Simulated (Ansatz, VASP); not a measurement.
## SnO2: VASP beside Ansatz

```xyz
6
Lattice="-2.0001 2.0001 5.1237 2.0001 -2.0001 5.1237 2.0001 2.0001 -5.1237" Properties=species:S:1:pos:R:3 pbc="T T T"
Sn    0.0000    2.0616    2.6407
Sn    0.0000    0.0000    0.0000
O     0.0000    0.0000    8.1623
O     0.0000    2.0001    4.6469
O     0.0000    0.0000    2.0851
O     0.0000    2.0001    0.4767
```

Alike in both runs: task single point; functional r2SCAN; k mesh 10 × 10 × 10; occupations gaussian, width 0.05 eV; no spin polarisation.

|  | VASP | Ansatz |
| --- | --- | --- |
| version | VASP 6.6.1 | Ansatz 0.2.0 |
| potentials or method | VASP PAW PBE potentials, release 64 (Sn_d, O), cutoff 520 eV | scalar-relativistic, plane waves, PAW |
| valence electrons in the cell | 52 | 52 |

```tsv
	VASP	Ansatz	Ansatz less VASP
gap on the k mesh at the Fermi level (eV)	2.28	2.25	-0.023
least direct gap on the mesh (eV)	2.52	2.50	-0.024
pressure (GPa)	0.8	-0.2	-1.00
traceless stress, the component that is largest in VASP (GPa)	-3.25	-3.10	+0.146
rms of the force components (eV/Å)	0.635	0.615	-0.0197
```

VASP's potentials were made for PBE, not for r2SCAN. Atom by atom the forces differ by 0.029 eV/Å (rms over components). With one functional, cell and mesh, what is left measures potentials, basis and numerics.
